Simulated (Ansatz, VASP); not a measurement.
## Ga3As2P: VASP beside Ansatz

File INCAR:

```
PREC = Accurate ; ENCUT = 520
EDIFF = 1E-6 ; ISMEAR = -1
SIGMA = 0.02 ; LREAL = F
LASPH = T ; NELM = 100
ALGO = Normal ; ISIF = 2
LWAVE = F ; LCHARG = F
GGA = PE ; NBANDS = 36
```

The input KPOINTS:

```
Automatic mesh
0
Gamma
  10 10 10
```

File POSCAR:

```
Ga3As2P
1.0
   -1.9776493862      1.9776493862      8.3914858916
    1.9776493862     -1.9776493862      8.3914858916
    1.9776493862      1.9776493862     -8.3914858916
P Ga As
1 3 2
Direct
    0.0000000000      0.0000000000      0.0000000000
    0.5795289229      0.0795289229      0.5000000000
    0.2500000000      0.7500000000      0.5000000000
    0.9204710771      0.4204710771      0.5000000000
    0.6648261134      0.6648261134      0.0000000000
    0.3351738866      0.3351738866      0.0000000000
```

Input for Ansatz:

```yaml
crystal:
  lattice:
    - [-1.9776493862, 1.9776493862, 8.3914858916]
    - [1.9776493862, -1.9776493862, 8.3914858916]
    - [1.9776493862, 1.9776493862, -8.3914858916]
  atoms:
    - { symbol: P, position: [0.0, 0.0, 0.0] }
    - { symbol: Ga, position: [0.5795289229, 0.0795289229, 0.5] }
    - { symbol: As, position: [0.6648261134, 0.6648261134, 0.0] }
    - { symbol: Ga, position: [0.25, 0.75, 0.5] }
    - { symbol: As, position: [0.3351738866, 0.3351738866, 0.0] }
    - { symbol: Ga, position: [0.9204710771, 0.4204710771, 0.5] }
kpoints:
  mp_grid: { grid: [10, 10, 10] }
  band_path:
    path:
      - [[0.0, 0.0, 0.0], [5.017426217529e-18, -5.017426217529e-18, 0.5], [0.25, 0.25, 0.25], [3.722827616284e-18, 0.5, -3.722827616284e-18], [0.0, 0.0, 0.0], [0.5, 0.5, -0.5], [0.2638854790916, 0.7361145209084, -0.2638854790916]]
      - [[-0.2638854790916, 0.2638854790916, 0.2638854790916], [0.0, 0.0, 0.0]]
      - [[5.017426217529e-18, -5.017426217529e-18, 0.5], [-0.02777095818317, 0.02777095818317, 0.5]]
      - [[0.5, 0.5, -0.02777095818317], [0.5, 0.5, -0.5]]
    npoints: 10
hamiltonian:
  xc: pbe
scf:
  occupations: { method: fermi_dirac, width: 0.02 }
  n_extra_bands: 5
output:
  forces: true
  stress: true
  eigenvalues: true
```

Alike in both runs: task single point; functional PBE; k mesh 10 × 10 × 10; occupations fermi-dirac, width 0.02 eV; no spin polarisation.

|  | VASP | Ansatz |
| --- | --- | --- |
| version | VASP 6.6.1 | Ansatz 0.2.0 |
| potentials or method | VASP PAW PBE potentials, release 64 (P, Ga_d, As) | plane waves, PAW |
| plane-wave cutoff (eV) | 520 | 420 |
| valence electrons in the cell | 54 | 74 |

|  | VASP | Ansatz | Ansatz less VASP |
| --- | --- | --- | --- |
| gap on the k mesh at the Fermi level (eV) | 0.87 | 0.87 | -0.002 |
| pressure (GPa) | 2.8 | 2.7 | -0.14 |
| rms of the force components (eV/Å) | 0.024 | 0.019 | -0.0058 |

The functional is the same, so the differences come from potentials, cutoffs and numerics. VASP's potentials hold 54 valence electrons a cell and Ansatz's 74, so a difference there can come from the potentials and not from the codes.
